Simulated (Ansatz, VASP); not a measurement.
## Two plane-wave programs on BaTiO3

The input INCAR:

```
SYSTEM = BaTiO3
ALGO = Normal ; EDIFF = 1E-6
ENCUT = 520 ; GGA = PE
ISIF = 2 ; ISMEAR = 0
LASPH = .TRUE. ; LCHARG = .TRUE.
LELF = .TRUE. ; LREAL = .FALSE.
LVHAR = .TRUE. ; LWAVE = .FALSE.
NBANDS = 28 ; NELM = 80
PREC = Accurate ; SIGMA = 0.05
```

File KPOINTS:

```
k-points
0
G
  6 6 6
  0 0 0
```

Contents of POSCAR:

```
BaTiO3
1.0
    2.8630706910      1.6529946342      2.3563003940
   -2.8630706910      1.6529946342      2.3563003940
    0.0000000000     -3.3059892684      2.3563003940
Ba Ti O
1 1 3
Direct
    0.0261742258      0.0261742258      0.0261742258
    0.5191875227      0.5191875227      0.5191875227
    0.4883938465      0.4883938465      0.9777702638
    0.4883938465      0.9777702638      0.4883938465
    0.9777702638      0.4883938465      0.4883938465
```

Input for Ansatz:

```yaml
crystal:
  lattice:
    - [2.863070691, 1.6529946342, 2.356300394]
    - [-2.863070691, 1.6529946342, 2.356300394]
    - [0.0, -3.3059892684, 2.356300394]
  atoms:
    - { symbol: Ba, position: [0.0261742258, 0.0261742258, 0.0261742258] }
    - { symbol: Ti, position: [0.5191875227, 0.5191875227, 0.5191875227] }
    - { symbol: O, position: [0.4883938465, 0.4883938465, 0.9777702638] }
    - { symbol: O, position: [0.4883938465, 0.9777702638, 0.4883938465] }
    - { symbol: O, position: [0.9777702638, 0.4883938465, 0.4883938465] }
basis:
  ecutwfc: 420
kpoints:
  mp_grid: { grid: [6, 6, 6] }
hamiltonian:
  xc: pbe
scf:
  occupations: { method: gaussian, width: 0.05 }
output:
  forces: true
  stress: true
  eigenvalues: true
```

Alike in both runs: task single point; functional PBE; k mesh 6 × 6 × 6; occupations gaussian, width 0.05 eV; no spin polarisation.

```csv
,VASP,Ansatz
version,VASP 6.6.1,Ansatz 0.2.0
potentials or method,"VASP PAW PBE potentials, release 64 (Ba_sv, Ti_sv, O), cutoff 520 eV","scalar-relativistic, plane waves, PAW"
valence electrons in the cell,40,40
```

VASP gave:

```
gap on the k mesh at the Fermi level (eV)                     : 2.59
least direct gap on the mesh (eV)                             : 3.16
pressure (GPa)                                                : 2.6
traceless stress, the component that is largest in VASP (GPa) : 0.92
rms of the force components (eV/Å)                            : 0.290
```

Problem. Estimate Ansatz's values.

Solution. gap on the k mesh at the Fermi level (eV): 2.63; least direct gap on the mesh (eV): 3.17; pressure (GPa): 1.0; traceless stress, the component that is largest in VASP (GPa): 0.86; rms of the force components (eV/Å): 0.255.

Atom by atom the forces differ by 0.055 eV/Å (rms over components).

Spin-orbit coupling is off throughout.
